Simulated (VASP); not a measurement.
# Na3H (P6/mmm) in VASP: notebook, part 2 of 2

VASP 6.6.1.

## (6) Relaxation of cell and atoms, PBE

This run uses another cell than the first one, of 17.06 Å³/atom, 0.578 times its volume.

Input file INCAR:

```
PREC     = Accurate       # precision mode
ENCUT    = 600            # plane-wave cutoff, eV
EDIFF    = 1E-7           # SCF threshold, eV
ISMEAR   = 0              # smearing method
SIGMA    = 0.1            # smearing width, eV
LREAL    = False          # projectors in reciprocal space
LASPH    = True           # aspherical terms in the spheres
NELM     = 60             # most SCF steps
ALGO     = Normal         # electronic algorithm
ISIF     = 3              # what is computed and relaxed
LWAVE    = False          # write WAVECAR
LCHARG   = False          # write CHGCAR
GGA      = PE             # functional
IBRION   = 2              # ionic algorithm
NSW      = 90             # ionic steps
EDIFFG   = -0.04          # ionic threshold
```

Input file KPOINTS:

```
Automatic mesh
0
Gamma
  6 6 4
```

Input file POSCAR:

```
Na3H
1.0
    4.3916586300      0.0000000000      0.0000000000
   -2.1958293200      3.8032879400      0.0000000000
    0.0000000000      0.0000000000      4.0855780300
Na H
3 1
Direct
    0.5000000000      0.0000000000      0.0000000000
    0.0000000000      0.5000000000      0.0000000000
    0.5000000000      0.5000000000      0.0000000000
    0.0000000000      0.0000000000      0.0000000000
```

Potentials or basis: VASP PAW PBE potentials, release 64 (Na_pv, H).

On the command line:

```sh
> cat potpaw_PBE.64/Na_pv/POTCAR potpaw_PBE.64/H/POTCAR > POTCAR
> mpirun -np 1 vasp_std > vasp.out
```

OUTCAR:

```text
PREC = Accurate
   ENCUT = 600
   EDIFF = 1E-7
   ISMEAR = 0
   LREAL = False
   LASPH = True
   NELM = 60
   ISIF = 3
   GGA = PE
   IBRION = 2
   NSW = 90
   EDIFFG = -0.04

 ion  position               nearest neighbor table
   1  0.500  0.000  0.000-   2 2.20   2 2.20   3 2.20   3 2.20
   2  0.000  0.500  0.000-   1 2.20   1 2.20   3 2.20   3 2.20
   3  0.500  0.500  0.000-   2 2.20   2 2.20   1 2.20   1 2.20
   4  0.000  0.000  0.000-

  LATTYP: Found a hexagonal cell.
 ALAT       =     4.3916586300
 C/A-ratio  =     0.9303041002

  Lattice vectors:

 A1 = (   4.3916586300,   0.0000000000,   0.0000000000)
 A2 = (  -2.1958293200,   3.8032879400,   0.0000000000)
 A3 = (   0.0000000000,   0.0000000000,   4.0855780300)

[... 674 lines left out ...]

--------------------------------------- Ionic step        8  -------------------------------------------

 number of electron      22.0000098 magnetization

------------------------ aborting loop because EDIFF is reached ----------------------------------------
[... 71 lines left out ...]
--------------------------------------- Ionic step       10  -------------------------------------------

 number of electron      22.0000080 magnetization

 Free energy of the ion-electron system (eV)
  ---------------------------------------------------
  ext. energy  EPLUGINS =         0.00000000
  ---------------------------------------------------
  free energy    TOTEN  =        -5.72278769 eV

  energy without entropy =       -5.70758161  energy(sigma->0) =       -5.71518465

 E-fermi :  -0.2084     XC(G=0):  -6.4961

 val. band max:       -0.2507637872   @ k =   0.3333   0.0000   0.0000
 cond. band min:      -0.1930409434   @ k =   0.3333   0.1667   0.2500
 fundamental gap:      0.0577228438
 Fermi energy:        -0.2084116922

 k-point     1 :       0.0000    0.0000    0.0000
  band No.  band energies     occupation
      1     -25.3469      2.00000
      2     -25.2523      2.00000
      3     -25.2523      2.00000
      4     -25.2198      2.00000
      5     -25.2040      2.00000
      6     -25.2040      2.00000
      7     -25.1822      2.00000
      8     -25.1821      2.00000
      9     -25.1632      2.00000
     10      -3.5715      2.00000
     11      -0.4353      1.99867
     12       0.9042      0.00000
     13       2.3091      0.00000
     14       2.3565      0.00000
[... 390 lines left out ...]
  FREE ENERGIE OF THE ION-ELECTRON SYSTEM (eV)
  ---------------------------------------------------
  free  energy   TOTEN  =        -5.7227876914 eV

  energy  without entropy=       -5.7075816102  energy(sigma->0) =       -5.71518465

 reached required accuracy - stopping structural energy minimisation
```

CONTCAR:

```text
Na3H
   1.00000000000000
     6.2284610908776079   -0.0000000023599565    0.0000000000000000
    -3.1142305545738260    5.3940055360985122    0.0000000000000000
     0.0000000000000000   -0.0000000000000000    3.4816082910283694
  Na              H
     3     1
Direct
     0.5000000000000000    0.0000000000000000    0.0000000000000000
     0.0000000000000000    0.5000000000000000    0.0000000000000000
     0.5000000000000000    0.5000000000000000    0.0000000000000000
     0.0000000000000000    0.0000000000000000    0.0000000000000000

  0.00000000E+00  0.00000000E+00  0.00000000E+00
  0.00000000E+00  0.00000000E+00  0.00000000E+00
  0.00000000E+00  0.00000000E+00  0.00000000E+00
  0.00000000E+00  0.00000000E+00  0.00000000E+00
```

Run time: 1.8 min. Hardware: 1 thread of Intel Xeon 6975P-C (Granite Rapids), shared host; peak memory 0.2 GiB.

Results:

- Free energy: -5.7228 eV
- Relaxed volume: 29.24 Å³/atom
- Relaxed cell: a = 6.228 Å, b = 6.228 Å, c = 3.482 Å, α = 90.00°, β = 90.00°, γ = 120.00°
- Space group after relaxing (to 0.05 Å): P6/mmm (No. 191)
- Energy gained by relaxing: 947.8 meV/atom
- Ionic steps: 10
- Pressure after relaxing: -0.1 GPa
- Band gap on the k mesh: zero (band 11 reaches 1.25 eV, above the bottom of band 12 at -1.65 eV)

Stress tensor (GPa, compression positive):
```
-0.15  0.00  0.00
 0.00 -0.15  0.00
 0.00  0.00 -0.03
```

Step by step:
```tsv
step	energy change (eV)	largest force (eV/Å)	pressure (GPa)	volume (Å³)
1	0.0000	0.0000	18.13	68.24
2	-2.7145	0.0000	5.68	88.19
3	-3.5105	0.0000	1.59	104.79
4	-3.6491	0.0000	-1.53	140.11
5	-3.7603	0.0000	-0.39	124.40
6	-3.7613	0.0000	-0.47	125.61
7	-3.7726	0.0000	-0.42	123.59
8	-3.7874	0.0000	-0.25	119.73
9	-3.7810	0.0000	0.19	112.10
10	-3.7913	0.0000	-0.11	116.97
```

Final structure:
```cif
data_structure
_symmetry_space_group_name_H-M 'P 1'
_symmetry_Int_Tables_number 1
_cell_length_a 6.2285
_cell_length_b 6.2285
_cell_length_c 3.4816
_cell_angle_alpha 90.000
_cell_angle_beta 90.000
_cell_angle_gamma 120.000
_cell_volume 116.97
loop_
_atom_site_label
_atom_site_type_symbol
_atom_site_fract_x
_atom_site_fract_y
_atom_site_fract_z
_atom_site_occupancy
Na1 Na 0.50000 0.00000 0.00000 1
Na2 Na 0.00000 0.50000 0.00000 1
Na3 Na 0.50000 0.50000 0.00000 1
H1 H 0.00000 0.00000 0.00000 1
```

Caveat: the k points lie up to 0.45 Å⁻¹ apart in the final cell; the volume moved by over 15 % at a fixed basis, so the end points are rough.

## (7) Summary

```csv
task,cell,k mesh,cutoff (eV),gap on the mesh (eV),pressure (GPa),relaxed volume (Å³/atom)
single point,"a = 6.163, b = 6.163, c = 3.593 Å, angles 90.0, 90.0, 120.0°, 4 atoms",3 × 3 × 6,520,none,0.0,-
single point,"a = 4.392, b = 4.392, c = 4.086 Å, angles 90.0, 90.0, 120.0°, 4 atoms",6 × 6 × 4,520,none,18.1,-
single point,"a = 6.191, b = 6.191, c = 3.453 Å, angles 90.0, 90.0, 120.0°, 4 atoms",6 × 6 × 4,520,none,0.2,-
relaxation of cell and atoms,"relaxed from a = 6.191, b = 6.191, c = 3.453 Å, angles 90.0, 90.0, 120.0°, 4 atoms",3 × 3 × 6,600,none,0.0,29.50
relaxation of cell and atoms,"relaxed from a = 4.392, b = 4.392, c = 4.086 Å, angles 90.0, 90.0, 120.0°, 4 atoms",6 × 6 × 4,600,none,-0.1,29.24
```

Alike in all rows: level PBE; potentials or basis VASP PAW PBE potentials, release 64 (Na_pv, H); no spin polarisation; smearing gaussian 0.1 eV.

Caveats: all runs use coarse meshes; the volume moved by over 15 % at a fixed basis, so the end points are rough (some runs).

Absolute energies hang on the potentials; compare differences alone.
